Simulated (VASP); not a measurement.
# MgI2 (P-3m1) in VASP: notebook

MgI2 is run at these levels: PBE; tasks: single point.

Everything below comes from runs of VASP 6.6.1. Logs are shortened: lines on timing, memory, paths and dates and some standing lists are left out, and cuts for length are marked.

### Step 1. The cell of the first run

Symmetry: P-3m1, No. 164, trigonal system. Conventional cell: a = 4.092 Å, b = 4.092 Å, c = 7.598 Å, α = 90.00°, β = 90.00°, γ = 120.00°. Within 3.8 Å of Mg (site symmetry -3m) lie 6 I at 2.90 Å. I (site symmetry 3m) has 3 Mg at 2.90 Å within 3.8 Å.

### Step 2. Single point, PBE

Input file INCAR:

```
ALGO     = Normal         # electronic algorithm
EDIFF    = 1E-6           # SCF threshold, eV
ENCUT    = 520            # plane-wave cutoff, eV
GGA      = PE             # functional
ISIF     = 2              # what is computed and relaxed
ISMEAR   = 0              # smearing method
LASPH    = T              # aspherical terms in the spheres
LCHARG   = F              # write CHGCAR
LREAL    = F              # projectors in reciprocal space
LWAVE    = F              # write WAVECAR
NBANDS   = 15             # bands
NELM     = 60             # most SCF steps
PREC     = Accurate       # precision mode
SIGMA    = 0.05           # smearing width, eV
```

Input file KPOINTS:

```
k-points
0
Gamma
  6 6 4
```

Input file POSCAR:

```
MgI2
1.0
    4.0918639477      0.0000000000      0.0000000000
   -2.0459319739      3.5436581276      0.0000000000
    0.0000000000      0.0000000000      7.5975677033
Mg I
1 2
Direct
    0.0000000000      0.0000000000      0.0000000000
    0.3333333333      0.6666666667      0.7781860196
    0.6666666667      0.3333333333      0.2218139804
```

Potentials or basis: VASP PAW PBE potentials, release 64 (Mg, I).

The run is started by

```bash
$ cat potpaw_PBE.64/Mg/POTCAR potpaw_PBE.64/I/POTCAR > POTCAR
$ mpirun -np 1 vasp_std > vasp.out
```

OUTCAR:

```text
EDIFF = 1E-6
   ENCUT = 520
   GGA = PE
   ISIF = 2
   ISMEAR = 0
   LASPH = T
   LREAL = F
   NELM = 60
   PREC = Accurate

 ion  position               nearest neighbor table
   1  0.000  0.000  0.000-   2 2.90   3 2.90   3 2.90   2 2.90   3 2.90   2 2.90
   2  0.333  0.667  0.778-   1 2.90   1 2.90   1 2.90
   3  0.667  0.333  0.222-   1 2.90   1 2.90   1 2.90

  LATTYP: Found a hexagonal cell.
 ALAT       =     4.0918639477
 C/A-ratio  =     1.8567498334

  Lattice vectors:

 A1 = (   4.0918639477,   0.0000000000,   0.0000000000)
 A2 = (  -2.0459319739,   3.5436581276,   0.0000000000)
 A3 = (   0.0000000000,   0.0000000000,   7.5975677033)

Analysis of symmetry for initial positions (statically):
[... 33 lines left out ...]
                                     Primitive cell

  volume of cell :     110.1660

  direct lattice vectors                    reciprocal lattice vectors
     4.091863948  0.000000000  0.000000000     0.244387402  0.141097132  0.000000000
    -2.045931974  3.543658128  0.000000000     0.000000000  0.282194265  0.000000000
     0.000000000  0.000000000  7.597567703     0.000000000  0.000000000  0.131621071

  length of vectors
     4.091863948  4.091863948  7.597567703     0.282194265  0.282194265  0.131621071

  position of ions in fractional coordinates (direct lattice)
     0.000000000  0.000000000  0.000000000
     0.333333333  0.666666667  0.778186020
     0.666666667  0.333333333  0.221813980

  ion indices of the primitive-cell ions
   primitive index   ion index
                 1           1
                 2           2
                 3           3

----------------------------------------------------------------------------------------

 KPOINTS: k-points

Automatic generation of k-mesh.
 Grid dimensions read from file:
 generate k-points for:    6    6    4

 Generating k-lattice:

  Cartesian coordinates                     Fractional coordinates (reciprocal lattice)
     0.040731234  0.023516189  0.000000000     0.166666667  0.000000000  0.000000000
     0.000000000  0.047032377  0.000000000     0.000000000  0.166666667  0.000000000
     0.000000000  0.000000000  0.032905268     0.000000000  0.000000000  0.250000000

  Length of vectors
     0.047032377  0.047032377  0.032905268

  Shift w.r.t. Gamma in fractional coordinates (k-lattice)
[... 8 lines left out ...]
            Coordinates               Weight
  0.000000  0.000000  0.000000      1.000000
  0.166667 -0.000000  0.000000      6.000000
  0.333333 -0.000000  0.000000      6.000000
  0.500000  0.000000  0.000000      3.000000
  0.166667  0.166667  0.000000      6.000000
  0.333333  0.166667  0.000000     12.000000
[... 16 lines left out ...]
  0.333333  0.166667  0.500000     12.000000
  0.333333  0.333333  0.500000      2.000000
   k-points           NKPTS =     24   k-points in BZ     NKDIM =     24   number of bands    NBANDS=     15
   number of dos      NEDOS =    301   number of ions     NIONS =      3
   total plane-waves  NPLWV =  54000
   dimension x,y,z NGX =    30 NGY =   30 NGZ =   60
   dimension x,y,z NGXF=    60 NGYF=   60 NGZF=  120
   ions per type =               1   2
   NGX,Y,Z   is equivalent  to a cutoff of  12.19, 12.19, 13.13 a.u.
   NGXF,Y,Z  is equivalent  to a cutoff of  24.38, 24.38, 26.26 a.u.
 SYSTEM =  unknown system
   PREC   = accura    normal or accurate (medium, high low for compatibility)
   ISTART =      0    job   : 0-new  1-cont  2-samecut
   ICHARG =      2    charge: 1-file 2-atom 10-const
   ISPIN  =      1    spin polarized calculation?
   LNONCOLLINEAR =      F non collinear calculations
   LSORBIT =      F    spin-orbit coupling
   LASPH  =      T    aspherical Exc in radial PAW
   ENCUT  =  520.0 eV  38.22 Ry    6.18 a.u.   7.61  7.61 14.13*2*pi/ulx,y,z
   NELM   =     60;   NELMIN=  2; NELMDL= -5     # of ELM steps
   EDIFF  = 0.1E-05   stopping-criterion for ELM
   LREAL  =      F    real-space projection
   EDIFFG = 0.1E-04   stopping-criterion for IOM
   NSW    =      0    number of steps for IOM
   IBRION =     -1    ionic relax: 0-MD 1-quasi-New 2-CG
[... 14 lines left out ...]
     AMIX     =   0.40;   BMIX     =  1.00
     AMIX_MAG =   1.60;   BMIX_MAG =  1.00
  volume/ion in A,a.u.               =      36.72       247.81
  Fermi-wavevector in a.u.,A,eV,Ry     =   0.860529  1.626164 10.075258  0.740511
  Thomas-Fermi vector in A             =   1.978047
   LORBIT       =      0    0 simple, 1 ext, 2 COOP (PROOUT), +10 PAW based schemes
   GGA     = PE    functional components
[... 6 lines left out ...]
 Gauss-broadening in eV      SIGMA  =   0.05
  energy-cutoff  :      520.00
  volume of cell :      110.17
 maximum number of plane-waves:      2992
   NGX = 15   NGY = 15   NGZ = 29

 number of electron      15.9999998 magnetization

 Free energy of the ion-electron system (eV)
  ---------------------------------------------------
  ext. energy  EPLUGINS =         0.00000000
  ---------------------------------------------------
  free energy    TOTEN  =        -7.70663445 eV

  energy without entropy =       -7.70663445  energy(sigma->0) =       -7.70663445

 E-fermi :   1.9442     XC(G=0):  -7.8009

 val. band max:        1.6997844960   @ k =   0.0000   0.0000   0.0000
 cond. band min:       5.2625529404   @ k =   0.5000   0.0000   0.5000
 fundamental gap:      3.5627684444
 Fermi energy:         1.9441783739

 k-point     1 :       0.0000    0.0000    0.0000
  band No.  band energies     occupation
      1     -10.3730      2.00000
      2      -9.7899      2.00000
      3      -1.7060      2.00000
      4       1.2399      2.00000
      5       1.3990      2.00000
      6       1.3990      2.00000
      7       1.6998      2.00000
      8       1.6998      2.00000
      9       5.5266      0.00000
     10       6.6508      0.00000
     11       8.5035      0.00000
     12       8.5035      0.00000
     13       8.5518      0.00000
     14       9.8554      0.00000
     15       9.8554      0.00000

 k-point     2 :       0.1667   -0.0000    0.0000
  band No.  band energies     occupation
      1     -10.2247      2.00000
      2      -9.6988      2.00000
      3      -1.5389      2.00000
      4       0.3245      2.00000
      5       0.8078      2.00000
      6       1.0869      2.00000
      7       1.2620      2.00000
      8       1.6047      2.00000
      9       6.3482      0.00000
     10       7.1396      0.00000
     11       7.9970      0.00000
     12       8.7763      0.00000
     13       8.9229      0.00000
     14       9.7823      0.00000
     15      10.1634      0.00000

 k-point     3 :       0.3333   -0.0000    0.0000
  band No.  band energies     occupation
      1      -9.8745      2.00000
      2      -9.5232      2.00000
      3      -1.5209      2.00000
      4      -0.9440      2.00000
      5      -0.1483      2.00000
      6       0.6362      2.00000
      7       1.0983      2.00000
      8       1.3403      2.00000
      9       5.8093      0.00000
     10       7.1326      0.00000
     11       7.6382      0.00000
     12       8.9396      0.00000
     13       9.0525      0.00000
     14       9.7324      0.00000
     15      10.8815      0.00000

 k-point     4 :       0.5000    0.0000    0.0000
  band No.  band energies     occupation
      1      -9.6364      2.00000
      2      -9.4696      2.00000
      3      -1.9746      2.00000
      4      -1.3175      2.00000
      5       0.0040      2.00000
      6       0.4506      2.00000
      7       0.8252      2.00000
      8       1.2068      2.00000
      9       5.3428      0.00000
     10       7.0533      0.00000
     11       7.2071      0.00000
     12       8.9311      0.00000
     13       9.0086      0.00000
     14      10.4795      0.00000
     15      10.5976      0.00000
[... 307 lines left out ...]
 k-point    22 :       0.1667    0.1667    0.5000
  band No.  band energies     occupation
      1      -9.9409      2.00000
      2      -9.6023      2.00000
      3      -1.3102      2.00000
      4      -0.5625      2.00000
      5       0.0340      2.00000
      6       0.7455      2.00000
      7       0.8574      2.00000
      8       1.1001      2.00000
      9       6.5091      0.00000
     10       7.4422      0.00000
     11       8.4905      0.00000
     12       8.5906      0.00000
     13       9.0068      0.00000
     14       9.2797      0.00000
     15      10.3647      0.00000

 k-point    23 :       0.3333    0.1667    0.5000
  band No.  band energies     occupation
      1      -9.6354      2.00000
      2      -9.4747      2.00000
      3      -1.7420      2.00000
      4      -1.1989      2.00000
      5      -0.2174      2.00000
      6       0.1720      2.00000
      7       0.7811      2.00000
      8       1.0195      2.00000
      9       5.9946      0.00000
     10       7.2702      0.00000
     11       7.9349      0.00000
     12       8.5819      0.00000
     13       8.7500      0.00000
     14      10.1033      0.00000
     15      10.9595      0.00000

 k-point    24 :       0.3333    0.3333    0.5000
  band No.  band energies     occupation
      1      -9.4792      2.00000
      2      -9.4792      2.00000
      3      -1.5516      2.00000
      4      -0.9653      2.00000
      5      -0.9653      2.00000
      6      -0.4686      2.00000
      7       0.9112      2.00000
      8       0.9112      2.00000
      9       6.3125      0.00000
     10       7.5315      0.00000
     11       7.5315      0.00000
     12       9.0592      0.00000
     13      10.2346      0.00000
     14      10.3186      0.00000
     15      10.5563      0.00000

------------------------ aborting loop because EDIFF is reached ----------------------------------------

  FORCE on cell =-STRESS in cart. coord.  units (eV):
  Direction    XX          YY          ZZ          XY          YZ          ZX
  --------------------------------------------------------------------------------------
  -------------------------------------------------------------------------------------
  Total        1.2209389      1.2209389      0.4928197     -0.0000000      0.0000000      0.0000000
  in kB       17.7564822     17.7564822      7.1672258     -0.0000000      0.0000000      0.0000000
  external PRESSURE =      14.2267301 kB  Pullay stress =       0.0000000 kB

 VOLUME and BASIS-vectors are now :
 -----------------------------------------------------------------------------
  energy-cutoff  :      520.00
  volume of cell :      110.17
      direct lattice vectors                 reciprocal lattice vectors
     4.091863948  0.000000000  0.000000000     0.244387402  0.141097132  0.000000000
    -2.045931974  3.543658128  0.000000000     0.000000000  0.282194265  0.000000000
     0.000000000  0.000000000  7.597567703     0.000000000  0.000000000  0.131621071

 POSITION                                       TOTAL-FORCE (eV/Angst)
 -----------------------------------------------------------------------------------
      0.00000      0.00000      0.00000        -0.000000      0.000000      0.000000
     -0.00000      2.36244      5.91232         0.000000     -0.000000     -0.121375
      2.04593      1.18122      1.68525        -0.000000      0.000000      0.121375
 -----------------------------------------------------------------------------------
    total drift:                                0.000000     -0.000000     -0.000000

  FREE ENERGIE OF THE ION-ELECTRON SYSTEM (eV)
  ---------------------------------------------------
  free  energy   TOTEN  =        -7.7066344546 eV

  energy  without entropy=       -7.7066344546  energy(sigma->0) =       -7.70663445
```

Run time: 14 s. Hardware: 1 thread of Intel Xeon 6975P-C (Granite Rapids), shared host; peak memory 0.23 GiB.

Results:

| Item | Value |
| --- | --- |
| Free energy | -7.7066 eV |
| Pressure | 1.4 GPa |
| Largest force | 0.121 eV/Å |
| Band gap on the k mesh | 3.56 eV, indirect (least direct gap 3.83 eV) |

Forces on the atoms (eV/Å):
```
Mg   0.000  0.000  0.000
I    0.000  0.000 -0.121
I    0.000  0.000  0.121
```

Stress tensor (GPa, compression positive):
```
1.78 0.00 0.00
0.00 1.78 0.00
0.00 0.00 0.72
```

Caveat: spin-orbit coupling is left out, which moves the levels of the heavy elements; this functional lacks dispersion, which binds the layers, so the pressure and a relaxed spacing across them are unreliable. A k mesh can miss the band edges.

### Step 3. Single point, PBE

Input file INCAR:

```
SYSTEM = MgI2
  PREC = Accurate
  ENCUT = 520
  EDIFF = 1E-7
  ISMEAR = 0
  SIGMA = 0.05
  LREAL = .FALSE.
  LASPH = .TRUE.
  NELM = 60
  ALGO = Normal
  ISIF = 2
  LWAVE = .FALSE.
  LCHARG = .TRUE.
  GGA = PE
  LELF = .TRUE.
  LVHAR = .TRUE.
  NBANDS = 15
```

Input file KPOINTS:

```
Automatic mesh
0
G
  6 6 4
  0 0 0
```

Input file POSCAR:

```
MgI2
1.0
    4.0918639477      0.0000000000      0.0000000000
   -2.0459319739      3.5436581276      0.0000000000
    0.0000000000      0.0000000000      7.5975677033
Mg I
1 2
Direct
    0.0000000000      0.0000000000      0.0000000000
    0.3333333333      0.6666666667      0.7935475476
    0.6666666667      0.3333333333      0.2064524524
```

Potentials or basis: VASP PAW PBE potentials, release 64 (Mg, I).

The run is started by

```bash
$ cat potpaw_PBE.64/Mg/POTCAR potpaw_PBE.64/I/POTCAR > POTCAR
$ mpirun -np 1 vasp_std > vasp.out
```

Wall time 18 s (1 thread of Intel Xeon 6975P-C (Granite Rapids), shared host); peak memory 0.23 GiB.

Results (log left out):

| Property | Result |
| --- | --- |
| Free energy | -7.6006 eV |
| Pressure | 3.5 GPa |
| Largest force | 0.810 eV/Å |
| Band gap on the k mesh | 3.76 eV, indirect (least direct gap 4.17 eV) |

Forces on the atoms (eV/Å):
```
Mg   0.000  0.000  0.000
I    0.000  0.000 -0.810
I    0.000  0.000  0.810
```

Stress tensor (GPa, compression positive):
```
3.34 0.00 0.00
0.00 3.34 0.00
0.00 0.00 3.73
```

Levels at points of the mesh, in eV from the valence-band top:
```csv
k point,band 5,band 6,band 7,band 8,band 9,band 10,band 11,band 12
"(0.00, 0.00, 0.00)",-0.40,-0.22,0.00,0.00,4.17,4.94,6.75,6.75
"(0.50, 0.00, 0.00)",-1.50,-1.40,-0.68,-0.44,3.77,5.58,5.84,7.58
"(0.00, 0.00, 0.50)",-0.39,-0.39,-0.02,-0.02,4.83,4.97,6.70,6.70
"(0.50, 0.00, 0.50)",-1.37,-1.26,-0.66,-0.48,3.78,5.58,5.70,6.42
```

Caveat: spin-orbit coupling is left out, which moves the levels of the heavy elements; this functional lacks dispersion, which binds the layers, so the pressure and a relaxed spacing across them are unreliable. A k mesh can miss the band edges.

[end of part 1 of 2]
